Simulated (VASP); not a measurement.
The system is Te.

```
Te
1.0
     4.45400    0.00000    0.00000
    -2.22700    3.85728    0.00000
     0.00000    0.00000    5.92400
Te
3
Direct
  0.73100 0.73100 0.00000
  0.00000 0.26900 0.66667
  0.26900 0.00000 0.33333
```

Base run:

- Program: VASP 6.6.1
- Functional: PBEsol-based screened hybrid with 25 % exact exchange
- Potentials or basis: VASP PAW PBE potentials, release 64 (Te)
- Cutoff: 520 eV
- k mesh: 4 × 4 × 3
- Occupations: fermi-dirac, width 0.05 eV
- Spin: no spin polarisation

Its results: band gap on the k mesh 1.22 eV (least direct gap 1.44 eV); pressure -2.1 GPa; largest force 0.335 eV/Å.

The run is repeated on the same cell with these changes: functional from PBEsol-based screened hybrid with 25 % exact exchange to B3LYP; share of exact exchange from 0.25 to 0.2. What comes out?

Band gap on the k mesh 1.72 eV (least direct gap 1.90 eV); pressure 3.1 GPa; largest force 0.214 eV/Å.

Caveats: the PAW data sets were made with another functional, which shifts forces and pressure a little; spin-orbit coupling is left out, which moves the levels of the heavy elements; an odd mesh through Γ misses points on the zone boundary, where band edges can lie; the cell stands under pressure (at least some runs).
